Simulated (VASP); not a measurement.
Wanted: the native input for a VASP 6.6.1 run.

```yaml
Task: single point
Functional: PBE
Potentials_or_basis: VASP PAW PBE potentials, release 64 (Hf_pv, Si, F)
Cutoff: 520 eV
k_mesh: 6 × 6 × 2
Occupations: gaussian, width 0.1 eV
Spin: no spin polarisation
Dipole_correction: no
Further_INCAR_settings: ALGO = Normal; EDIFF = 1e-07; NBANDS = 32
```

The structure of Hf3Si2F lies in POSCAR:

```
Hf3Si2F
1.0
    4.0611062900      0.0000000000      0.0000000000
   -2.0305531400      3.5170212100      0.0000000000
    0.0000000000      0.0000000000      8.1969617400
Hf Si F
3 2 1
Direct
    0.0000000000      0.0000000000      0.5000000000
    0.3333333300      0.6666666700      0.0000000000
    0.3333333300      0.6666666700      0.5000000000
    0.6666666700      0.3333333300      0.2494100000
    0.6666666700      0.3333333300      0.7505900000
    0.0000000000      0.0000000000      0.0000000000
```

One way to write it, as run:

INCAR

```
  PREC = Accurate
  ENCUT = 520
  EDIFF = 1E-7
  ISMEAR = 0
  SIGMA = 0.1
  LREAL = False
  LASPH = True
  NELM = 80
  ALGO = Normal
  ISIF = 2
  LWAVE = False
  LCHARG = True
  GGA = PE
  LELF = True
  LVHAR = True
  NBANDS = 32
```

KPOINTS

```
regular mesh
0
Gamma
  6 6 2
```

Potentials or basis: VASP PAW PBE potentials, release 64 (Hf_pv, Si, F).

Run with:

```console
$ cat potpaw_PBE.64/Hf_pv/POTCAR potpaw_PBE.64/Si/POTCAR potpaw_PBE.64/F/POTCAR > POTCAR
$ mpirun -np 1 vasp_std > vasp.out
```

Results of the run:

```json
{"Pressure": "-0.3 GPa", "Largest force": "1.720 eV/Å"}
```

Caveat: the k points lie up to 0.38 Å⁻¹ apart; an odd number of electrons without spin polarisation forces a metal; a magnetic or distorted state may lie lower.

Wall time 2.1 min on 1 thread of Intel(R) Xeon(R) Platinum 8488C (Sapphire Rapids), with other jobs on the host, peak memory 0.25 GiB.
